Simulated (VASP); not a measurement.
## Si: single point with PBE

Crystal: Si.

```
Si
1.0
     2.33452   -1.16319    0.00000
     2.33452    1.16319    0.00000
    -0.53237    0.00000    3.81627
Si
1
Direct
  0.00000 0.00000 0.00000
```

| Item | Value |
| --- | --- |
| Program | VASP 6.6.1 |
| Task | single point |
| Functional | PBE |
| Potentials or basis | VASP PAW PBE potentials, release 64 (Si) |
| Cutoff | 500 eV |
| k mesh | 8 × 8 × 4 |
| Occupations | gaussian, width 0.1 eV |
| Spin | no spin polarisation |
| Dipole correction | no |
| Further INCAR settings | ALGO = Normal; EDIFF = 1e-06; NBANDS = 8 |

```json
{"Pressure": "1.9 GPa", "Band gap on the k mesh": "zero (band 2 reaches 7.23 eV, above the bottom of band 3 at 4.15 eV)"}
```

Stress tensor (GPa, compression positive):
```
-2.99  0.00  0.96
 0.00 11.59  0.00
 0.96  0.00 -3.04
```

Levels at points of the mesh, in eV from the Fermi level:
```tsv
k point	band 1	band 2	band 3	band 4	band 5	band 6
(0.00, 0.00, 0.00)	-12.65	-1.88	2.44	11.47	11.93	16.61
(0.50, 0.00, 0.00)	-5.16	-3.82	4.87	6.69	6.82	8.27
(0.50, 0.50, 0.00)	-6.37	-5.83	2.54	5.31	8.94	10.76
(0.00, 0.00, 0.50)	-12.16	-5.07	10.80	11.52	12.16	12.32
(0.50, 0.00, 0.50)	-4.85	-3.24	2.33	4.00	6.96	9.22
(0.50, 0.50, 0.50)	-5.96	-5.55	0.52	3.11	11.81	12.14
```

Wall time 8.1 s on 1 thread of Intel Xeon 6975P-C, with other jobs on the host, peak memory 0.13 GiB.

Caveat: the k points lie up to 0.41 Å⁻¹ apart.
